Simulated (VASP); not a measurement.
# Fe (Pm-3n) in VASP: notebook

Fe is run at these levels: PBEsol; tasks: single point.

All numbers are computed with VASP 6.6.1; they aren't measurements. Logs are shortened: lines on timing, memory, paths and dates and some standing lists are left out, and cuts for length are marked.

### 1 The cell of the first run

The structure is cubic, space group Pm-3n (No. 223). The conventional cell has a = 4.441 Å, b = 4.441 Å, c = 4.441 Å, α = 90.00°, β = 90.00°, γ = 90.00°. Within 3.3 Å of Fe (site symmetry m-3) lie 12 Fe at 2.48 Å. Within 2.9 Å of Fe (site symmetry -4m2) lie 14 Fe at 2.22 to 2.72 Å.

### 2 Single point, PBEsol, collinear spin, ferromagnetic start

File INCAR:

```
PREC = Accurate
ENCUT = 520
EDIFF = 1E-6
ISMEAR = -1
SIGMA = 0.05
LREAL = False
LASPH = True
NELM = 150
ALGO = Normal
ISIF = 2
LWAVE = False
LCHARG = False
ISPIN = 2
MAGMOM = 2.5 2.5 2.5 2.5 2.5 2.5 2.5 2.5
LORBIT = 11
LMAXMIX = 4
GGA = PS
NBANDS = 46
```

File KPOINTS:

```
regular mesh
0
Gamma
  6 6 6
```

File POSCAR:

```
Fe
1.0
    4.4411205248      0.0000000000      0.0000000000
    0.0000000000      4.4411205248      0.0000000000
    0.0000000000      0.0000000000      4.4411205248
Fe
8
Direct
    0.0000000000      1.0000000000      0.0000000000
    0.5000000000      0.5000000000      0.5000000000
    0.2500000000      1.0000000000      0.5000000000
    0.7500000000      0.0000000000      0.5000000000
    0.5000000000      0.2500000000      0.0000000000
    0.5000000000      0.7500000000      0.0000000000
    1.0000000000      0.5000000000      0.2500000000
    1.0000000000      0.5000000000      0.7500000000
```

Potentials or basis: VASP PAW PBE potentials, release 64 (Fe).

On the command line:

```bash
cat potpaw_PBE.64/Fe/POTCAR > POTCAR
mpirun -np 1 vasp_std > vasp.out
```

OUTCAR:

```text
PREC = Accurate
   ENCUT = 520
   EDIFF = 1E-6
   ISMEAR = -1
   LREAL = False
   LASPH = True
   NELM = 150
   ISIF = 2
   ISPIN = 2
   LORBIT = 11
   GGA = PS

 ion  position               nearest neighbor table
   1  0.000  0.000  0.000-   3 2.48   4 2.48   5 2.48   6 2.48   7 2.48   8 2.48   3 2.48   4 2.48
                             7 2.48   8 2.48   5 2.48   6 2.48
   2  0.500  0.500  0.500-   3 2.48   4 2.48   5 2.48   6 2.48   7 2.48   8 2.48   5 2.48   6 2.48
                             3 2.48   4 2.48   7 2.48   8 2.48
   3  0.250  0.000  0.500-   4 2.22   4 2.22   1 2.48   1 2.48   2 2.48   2 2.48   5 2.72   6 2.72
                             6 2.72   5 2.72   8 2.72   7 2.72   8 2.72   7 2.72
   4  0.750  0.000  0.500-   3 2.22   3 2.22   1 2.48   1 2.48   2 2.48   2 2.48   5 2.72   6 2.72
                             6 2.72   5 2.72   8 2.72   7 2.72   8 2.72   7 2.72
   5  0.500  0.250  0.000-   6 2.22   6 2.22   1 2.48   2 2.48   2 2.48   1 2.48   3 2.72   4 2.72
                             3 2.72   4 2.72   8 2.72   7 2.72   7 2.72   8 2.72
   6  0.500  0.750  0.000-   5 2.22   5 2.22   1 2.48   2 2.48   2 2.48   1 2.48   3 2.72   4 2.72
                             3 2.72   4 2.72   8 2.72   7 2.72   7 2.72   8 2.72
   7  0.000  0.500  0.250-   8 2.22   8 2.22   1 2.48   2 2.48   1 2.48   2 2.48   3 2.72   4 2.72
                             5 2.72   3 2.72   4 2.72   6 2.72   5 2.72   6 2.72
   8  0.000  0.500  0.750-   7 2.22   7 2.22   1 2.48   2 2.48   1 2.48   2 2.48   3 2.72   4 2.72
                             5 2.72   3 2.72   4 2.72   6 2.72   5 2.72   6 2.72

  LATTYP: Found a simple cubic cell.
 ALAT       =     4.4411205248

  Lattice vectors:

 A1 = (   4.4411205248,   0.0000000000,   0.0000000000)
 A2 = (   0.0000000000,   4.4411205248,   0.0000000000)
 A3 = (   0.0000000000,   0.0000000000,   4.4411205248)

Analysis of symmetry for initial positions (statically):
=====================================================================
 Subroutine PRICEL returns:
 Original cell was already a primitive cell.

 Routine SETGRP: Setting up the symmetry group for a
 simple cubic supercell.

 Subroutine GETGRP returns: Found 48 space group operations
 (whereof 24 operations were pure point group operations)
 out of a pool of 48 trial point group operations.

The static configuration has the point symmetry T_h .
 The point group associated with its full space group is O_h .

Analysis of symmetry for dynamics (positions and initial velocities):
=====================================================================
 Subroutine PRICEL returns:
 Original cell was already a primitive cell.

 Routine SETGRP: Setting up the symmetry group for a
 simple cubic supercell.

 Subroutine GETGRP returns: Found 48 space group operations
 (whereof 24 operations were pure point group operations)
 out of a pool of 48 trial point group operations.

The dynamic configuration has the point symmetry T_h .
 The point group associated with its full space group is O_h .

Analysis of structural, dynamic, and magnetic symmetry:
=====================================================================
 Subroutine PRICEL returns:
 Original cell was already a primitive cell.

 Routine SETGRP: Setting up the symmetry group for a
 simple cubic supercell.

 Subroutine GETGRP returns: Found 48 space group operations
 (whereof 24 operations were pure point group operations)
 out of a pool of 48 trial point group operations.

The overall configuration has the point symmetry T_h .
 The point group associated with its full space group is O_h .

 Subroutine INISYM returns: Found 48 space group operations
 (whereof 24 operations are pure point group operations),
 and found     1 'primitive' translations

----------------------------------------------------------------------------------------

                                     Primitive cell

  volume of cell :      87.5947

  direct lattice vectors                    reciprocal lattice vectors
     4.441120525  0.000000000  0.000000000     0.225168399  0.000000000  0.000000000
     0.000000000  4.441120525  0.000000000     0.000000000  0.225168399  0.000000000
     0.000000000  0.000000000  4.441120525     0.000000000  0.000000000  0.225168399

  length of vectors
     4.441120525  4.441120525  4.441120525     0.225168399  0.225168399  0.225168399

  position of ions in fractional coordinates (direct lattice)
     0.000000000  0.000000000  0.000000000
     0.500000000  0.500000000  0.500000000
[... 75 lines left out ...]
   PREC   = accura    normal or accurate (medium, high low for compatibility)
   ISTART =      0    job   : 0-new  1-cont  2-samecut
   ICHARG =      2    charge: 1-file 2-atom 10-const
   ISPIN  =      2    spin polarized calculation?
   LNONCOLLINEAR =      F non collinear calculations
   LSORBIT =      F    spin-orbit coupling
   LASPH  =      T    aspherical Exc in radial PAW
   ENCUT  =  520.0 eV  38.22 Ry    6.18 a.u.   8.26  8.26  8.26*2*pi/ulx,y,z
   NELM   =    150;   NELMIN=  2; NELMDL= -5     # of ELM steps
   EDIFF  = 0.1E-05   stopping-criterion for ELM
   LREAL  =      F    real-space projection
   EDIFFG = 0.1E-04   stopping-criterion for IOM
   NSW    =      0    number of steps for IOM
   IBRION =     -1    ionic relax: 0-MD 1-quasi-New 2-CG
   NFREE  =      0    steps in history (QN), initial steepest desc. (CG)
   ISIF   =      2    stress and relaxation
   ISYM   =      2    0-nonsym 1-usesym 2-fastsym
   POTIM  = 0.5000    time-step for ionic-motion
   TEBEG  =    0.0;   TEEND  =   0.0 temperature during run
   PSTRESS=    0.0 pullay stress
   NELECT =      64.0000    total number of electrons
   NUPDOWN=      -1.0000    fix difference up-down
   EMIN   =  10.00;   EMAX   =-10.00  energy-range for DOS
   EFERMI =   0.00;   METHOD = LEGACY
   ISMEAR =    -1;   SIGMA  =   0.05  broadening in eV -4-tet -1-fermi 0-gaus
   EFERMI_NEDOS =   21; number of points for ismear=-14 and -15
   IALGO  =     38    algorithm
   IMIX   =      4    mixing-type and parameters
     AMIX     =   0.40;   BMIX     =  1.00
     AMIX_MAG =   1.60;   BMIX_MAG =  1.00
  volume/ion in A,a.u.               =      10.95        73.89
  Fermi-wavevector in a.u.,A,eV,Ry     =   1.474491  2.786385 29.580768  2.174125
  Thomas-Fermi vector in A             =   2.589256
   LORBIT       =     11    0 simple, 1 ext, 2 COOP (PROOUT), +10 PAW based schemes
   GGA     = PS    functional components
   LHFCALC =     F    Hartree Fock is set to
   AEXX    =    0.0000 exact exchange contribution
   IVDW    =     0    specifies the selected vdW correction
   LEPSILON=     F    determine dielectric tensor
   LRPA    =     F    only Hartree local field effects (RPA)
 spin polarized calculation
  energy-cutoff  :      520.00
  volume of cell :       87.59
 maximum number of plane-waves:      2376
 NGX is ok and might be reduce to    36
   NGX = 17   NGY = 17   NGZ = 17

 number of electron      64.0000073 magnetization      16.5863973

 Free energy of the ion-electron system (eV)
  ---------------------------------------------------
  ext. energy  EPLUGINS =         0.00000000
  ---------------------------------------------------
  free energy    TOTEN  =       -70.68287743 eV

  energy without entropy =      -70.62067176  energy(sigma->0) =      -70.65177459

 E-fermi :   6.0418     XC(G=0): -13.4776

 val. band max:        6.0389856969   @ k =   0.5000   0.3333   0.1667
 cond. band min:       6.0509400564   @ k =   0.5000   0.3333   0.0000
 fundamental gap:      0.0119543595
 Fermi energy:         6.0417563074

 spin component 1

 k-point     1 :       0.0000    0.0000    0.0000
  band No.  band energies     occupation
      1      -2.6665      1.00000
      2       1.0074      1.00000
      3       1.0074      1.00000
      4       1.7245      1.00000
      5       1.7529      1.00000
      6       1.7529      1.00000
[... 929 lines left out ...]
     43       6.8726      0.00000
     44       6.8726      0.00000
 Fermi energy:         6.0417563074

 spin component 2

 k-point     1 :       0.0000    0.0000    0.0000
  band No.  band energies     occupation
      1      -2.4144      1.00000
      2       2.1094      1.00000
      3       2.1094      1.00000
      4       2.7243      1.00000
      5       3.4247      1.00000
      6       3.4247      1.00000
[... 929 lines left out ...]
     43       8.7079      0.00000
     44       8.7079      0.00000
 [bands above 44 left out]

------------------------ aborting loop because EDIFF is reached ----------------------------------------

  FORCE on cell =-STRESS in cart. coord.  units (eV):
  Direction    XX          YY          ZZ          XY          YZ          ZX
  --------------------------------------------------------------------------------------
  -------------------------------------------------------------------------------------
  Total       -0.0544487     -0.0544487     -0.0544487      0.0000000      0.0000000     -0.0000000
  in kB       -0.9959112     -0.9959112     -0.9959112      0.0000000      0.0000000     -0.0000000
  external PRESSURE =      -0.9959112 kB  Pullay stress =       0.0000000 kB

 VOLUME and BASIS-vectors are now :
 -----------------------------------------------------------------------------
  energy-cutoff  :      520.00
  volume of cell :       87.59
      direct lattice vectors                 reciprocal lattice vectors
     4.441120525  0.000000000  0.000000000     0.225168399  0.000000000  0.000000000
     0.000000000  4.441120525  0.000000000     0.000000000  0.225168399  0.000000000
     0.000000000  0.000000000  4.441120525     0.000000000  0.000000000  0.225168399

 POSITION                                       TOTAL-FORCE (eV/Angst)
 -----------------------------------------------------------------------------------
      0.00000      0.00000      0.00000         0.000000      0.000000      0.000000
      2.22056      2.22056      2.22056         0.000000      0.000000      0.000000
      1.11028      0.00000      2.22056         0.000000     -0.000000     -0.000000
      3.33084      0.00000      2.22056        -0.000000     -0.000000     -0.000000
      2.22056      1.11028      0.00000        -0.000000     -0.000000      0.000000
      2.22056      3.33084      0.00000         0.000000      0.000000      0.000000
      0.00000      2.22056      1.11028         0.000000     -0.000000     -0.000000
      0.00000      2.22056      3.33084         0.000000      0.000000      0.000000
 -----------------------------------------------------------------------------------
    total drift:                                0.000000      0.000000     -0.000000

  FREE ENERGIE OF THE ION-ELECTRON SYSTEM (eV)
  ---------------------------------------------------
  free  energy   TOTEN  =       -70.6828774282 eV

  energy  without entropy=      -70.6206717597  energy(sigma->0) =      -70.65177459

 total charge

# of ion       s       p       d       tot
------------------------------------------
    1        0.518   0.596   6.292   7.405
    2        0.518   0.596   6.292   7.405
    3        0.509   0.574   6.289   7.371
    4        0.509   0.574   6.289   7.371
    5        0.509   0.574   6.289   7.371
    6        0.509   0.574   6.289   7.371
    7        0.509   0.574   6.289   7.371
    8        0.509   0.574   6.289   7.371
--------------------------------------------------
tot          4.088   4.633  50.315  59.036

 magnetization (x)

# of ion       s       p       d       tot
------------------------------------------
    1       -0.026  -0.058   1.977   1.893
    2       -0.026  -0.058   1.977   1.893
    3       -0.016  -0.046   2.171   2.109
    4       -0.016  -0.046   2.171   2.109
    5       -0.016  -0.046   2.171   2.109
    6       -0.016  -0.046   2.171   2.109
    7       -0.016  -0.046   2.171   2.109
    8       -0.016  -0.046   2.171   2.109
--------------------------------------------------
tot         -0.146  -0.393  16.979  16.441
```

Run time: 5.6 min. Hardware: 1 thread of Intel Xeon 8259CL, shared host; peak memory 0.29 GiB.

What came out:

```
Free energy                                           : -70.6829 eV
Pressure                                              : -0.1 GPa
Net moment                                            : 16.59 μB per cell
Site moments                                          : Fe +1.89, +2.11 (each value once) μB
Valence electrons inside the program's atomic spheres : Fe 7.41, 7.37 (each value once)
```

Levels at points of the mesh, in eV from the Fermi level:
Spin up:
```tsv
k point	band 37	band 38	band 39	band 40	band 41	band 42	band 43	band 44
(0.00, 0.00, 0.00)	-0.31	-0.31	-0.08	-0.08	-0.08	1.90	1.90	1.90
(0.50, 0.00, 0.00)	-0.36	-0.36	-0.12	-0.12	0.47	0.47	2.45	2.45
(0.50, 0.50, 0.00)	-0.38	-0.28	-0.14	-0.14	0.04	0.22	0.22	0.60
(0.50, 0.50, 0.50)	-0.27	-0.27	-0.27	-0.27	0.83	0.83	0.83	0.83
```
Spin down:
```
           k point  band 21  band 22  band 23  band 24  band 25  band 26  band 27  band 28
(0.00, 0.00, 0.00)    -0.81    -0.81    -0.07    -0.07    -0.07     1.03     1.03     1.03
(0.50, 0.00, 0.00)    -0.53    -0.53    -0.31    -0.31     0.32     0.32     0.63     0.63
(0.50, 0.50, 0.00)    -0.46    -0.05    -0.05     0.11     0.12     0.12     0.32     0.61
(0.50, 0.50, 0.50)    -1.04    -1.04    -1.04    -1.04     0.84     0.84     0.84     0.84
```

Caveat: the PAW data sets were made with another functional, which shifts forces and pressure a little.

### 3 Single point, PBEsol, collinear spin, ferromagnetic start

File INCAR:

```
PREC = Accurate ; ENCUT = 520
EDIFF = 1E-6 ; ISMEAR = -1
SIGMA = 0.05 ; LREAL = F
LASPH = T ; NELM = 150
ALGO = Normal ; ISIF = 2
LWAVE = F ; LCHARG = T
ISPIN = 2 ; MAGMOM = 1.931 1.931 2.114 2.114 2.114 2.114 2.114 2.114
LORBIT = 11 ; LMAXMIX = 4
GGA = PS ; LELF = T
LVHAR = T ; NBANDS = 46
```

File KPOINTS:

```
regular mesh
0
Gamma
  8 8 8
```

POSCAR is that of step 2.

Potentials or basis: VASP PAW PBE potentials, release 64 (Fe).

On the command line:

```bash
cat potpaw_PBE.64/Fe/POTCAR > POTCAR
mpirun -np 1 vasp_std > vasp.out
```

Wall time 4.9 min (1 thread of Intel Xeon Platinum 8259CL at 2.50GHz (Skylake/Cascade Lake), shared host); peak memory 0.35 GiB.

The run converged. Its results:

```
Free energy                                           : -70.6760 eV
Pressure                                              : -0.3 GPa
Net moment                                            : 16.47 μB per cell
Site moments                                          : Fe +1.88, +2.10 (each value once) μB
Valence electrons inside the program's atomic spheres : Fe 7.41, 7.37 (each value once)
```

Levels at points of the mesh, in eV from the Fermi level:
Spin up:
```
           k point  band 36  band 37  band 38  band 39  band 40  band 41  band 42  band 43  band 44  band 45
(0.00, 0.00, 0.00)    -0.30    -0.30    -0.30    -0.08    -0.08    -0.08     1.90     1.90     1.90     3.66
(0.50, 0.00, 0.00)    -0.54    -0.35    -0.35    -0.12    -0.12     0.48     0.48     2.46     2.46     3.25
(0.50, 0.50, 0.00)    -0.56    -0.38    -0.28    -0.13    -0.13     0.04     0.22     0.22     0.60     2.78
(0.50, 0.50, 0.50)    -0.48    -0.26    -0.26    -0.26    -0.26     0.83     0.83     0.83     0.83     0.83
```
Spin down:
```csv
k point,band 22,band 23,band 24,band 25,band 26,band 27
"(0.00, 0.00, 0.00)",-0.82,-0.08,-0.08,-0.08,1.02,1.02
"(0.50, 0.00, 0.00)",-0.55,-0.32,-0.32,0.31,0.31,0.62
"(0.50, 0.50, 0.00)",-0.06,-0.06,0.10,0.11,0.11,0.31
"(0.50, 0.50, 0.50)",-1.05,-1.05,-1.05,0.83,0.83,0.83
```

Caveat: the PAW data sets were made with another functional, which shifts forces and pressure a little.
